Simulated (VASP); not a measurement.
Set up this calculation in VASP 6.6.1, as the native input.

```yaml
Task: single point
Functional: r2SCAN
Potentials_or_basis: VASP PAW PBE potentials, release 64 (Sr_sv)
Cutoff: 520 eV
k_mesh: 10 × 10 × 10
Occupations: fermi-dirac, width 0.3 eV
Spin: no spin polarisation
Dipole_correction: no
Further_INCAR_settings: ALGO = Normal; EDIFF = 1e-07; NBANDS = 11
```

The system is Sr.

```
Sr
1.0
    -2.48370    2.48370    2.34045
     2.48370   -2.48370    2.34045
     2.48370    2.48370   -2.34045
Sr
1
Direct
  0.00000 0.00000 0.00000
```

One way to write it, as run:

POSCAR

```
Sr
1.0
   -2.4837000000      2.4837000000      2.3404459823
    2.4837000000     -2.4837000000      2.3404459823
    2.4837000000      2.4837000000     -2.3404459823
Sr
1
Direct
    0.0000000000      0.0000000000      0.0000000000
```

INCAR.step1

```
  PREC = Accurate
  ENCUT = 520
  ISMEAR = -1
  SIGMA = 0.3
  LREAL = False
  LASPH = True
  NELM = 60
  NBANDS = 11
  GGA = PE
  ALGO = Normal
  EDIFF = 1E-4
  LWAVE = True
  LCHARG = False
```

INCAR.step2

```
  PREC = Accurate
  ENCUT = 520
  EDIFF = 1E-7
  ISMEAR = -1
  SIGMA = 0.3
  LREAL = False
  LASPH = True
  NELM = 60
  ALGO = Normal
  ISIF = 2
  LWAVE = False
  LCHARG = False
  METAGGA = R2SCAN
  LMIXTAU = True
  NBANDS = 11
  ISTART = 1
```

KPOINTS

```
regular mesh
0
Gamma
  10 10 10
```

Potentials or basis: VASP PAW PBE potentials, release 64 (Sr_sv).

Command:

```sh
$ cat potpaw_PBE.64/Sr_sv/POTCAR > POTCAR
$ cp INCAR.step1 INCAR
$ mpirun -np 1 vasp_std > vasp.out
$ cp INCAR.step2 INCAR
$ mpirun -np 1 vasp_std > vasp.out
```

It gave:

```yaml
Pressure: -0.2 GPa
Band_gap_on_the_k_mesh: zero (bands 5 and 6 overlap by 0.27 eV)
```

Caveat: so wide a smearing shifts energies and pressures; the PAW data sets were made with another functional, which shifts forces and pressure a little.

It took 68 s on 1 thread of Intel(R) Xeon(R) 6975P-C (Granite Rapids), with other jobs on the host, peak memory 0.22 GiB.
